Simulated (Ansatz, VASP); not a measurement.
## HfO3: VASP beside Ansatz

```xyz
4
Lattice="3.3236 0.0000 0.0000 0.0000 3.3236 0.0000 0.0000 0.0000 3.3236" Properties=species:S:1:pos:R:3 pbc="T T T"
Hf    0.0000    0.0000    0.0000
O     0.0000    1.6618    1.6618
O     1.6618    0.0000    1.6618
O     1.6618    1.6618    0.0000
```

Alike in both runs: functional PBE; k mesh 14 × 14 × 14; occupations gaussian, width 0.1 eV; no spin polarisation.

Ansatz relaxed the structure, and its values are those at the end. VASP's run is a single point on that final structure, the one shown.

|  | VASP | Ansatz |
| --- | --- | --- |
| version | VASP 6.6.1 | Ansatz 0.2.0 |
| potentials or method | VASP PAW PBE potentials, release 64 (Hf_pv, O), cutoff 520 eV | scalar-relativistic, plane waves, PAW |
| valence electrons in the cell | 28 | 44 |

VASP gave:

* gap on the k mesh at the Fermi level (eV): none
* pressure (GPa): -3.4

**Question.** What did Ansatz give for the same quantities?

**Answer.** gap on the k mesh at the Fermi level (eV): none; pressure (GPa): 0.0.

A gap of «none» marks a metal or a gap that the smearing closes. The functional is the same, so the differences come from potentials, cutoffs and numerics. VASP's potentials hold 28 valence electrons a cell and Ansatz's 44, so a difference there can come from the potentials and not from the codes.

Spin-orbit coupling is off throughout.
